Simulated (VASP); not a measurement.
Write the native input for VASP 6.6.1 that does the following.

```
Task                   : work function
Functional             : LDA
Potentials or basis    : VASP PAW LDA potentials, release 64 (Pb_d, S)
Cutoff                 : 520 eV
k mesh                 : 5 × 5 × 1
Occupations            : fermi-dirac, width 0.05 eV
Spin                   : no spin polarisation
Dipole correction      : yes
Further INCAR settings : ALGO = Normal; EDIFF = 1e-07
```

The structure of PbS lies in POSCAR:

```
PbS
1.0
    4.1299564465      0.0000000000      0.0000000000
    0.0572742723      4.1295592873      0.0000000000
    0.0000000000      0.0000000000     29.9031159404
Pb S
4 4
Direct
    0.0260298216      0.0260298216      0.2508099830
    0.5249223974      0.5249223974      0.3576157736
    0.2096805613      0.2096805613      0.6423842264
    0.7085731371      0.7085731371      0.7491900170
    0.5257681466      0.5257681466      0.2656036579
    0.0251840724      0.0251840724      0.3428220987
    0.7094188862      0.7094188862      0.6571779013
    0.2088348121      0.2088348121      0.7343963421
```

The input as run:

INCAR

```
PREC = Accurate
ENCUT = 520
EDIFF = 1E-7
ISMEAR = -1
SIGMA = 0.05
LREAL = False
LASPH = True
NELM = 100
ALGO = Normal
ISIF = 2
LWAVE = False
LCHARG = True
LDIPOL = True
IDIPOL = 3
DIPOL = 0.5 0.5 0.500
LELF = True
LVHAR = True
LVACPOTAV = True
```

KPOINTS

```
Automatic mesh
0
Gamma
  5 5 1
```

Potentials or basis: VASP PAW LDA potentials, release 64 (Pb_d, S).

Command:

```console
$ cat potpaw_LDA.64/Pb_d/POTCAR potpaw_LDA.64/S/POTCAR > POTCAR
$ mpirun -np 1 vasp_std > vasp.out
```

Results of the run:

| Item | Value |
| --- | --- |
| Largest force | 0.815 eV/Å |
| Band gap on the k mesh | 1.19 eV (least direct gap 1.19 eV) |

Caveat: spin-orbit coupling is left out, which moves the levels of the heavy elements.

Run time: 2.9 min on 1 thread of AMD EPYC 9R45 96-Core Processor (Zen 5), with other jobs on the host, peak memory 0.43 GiB.
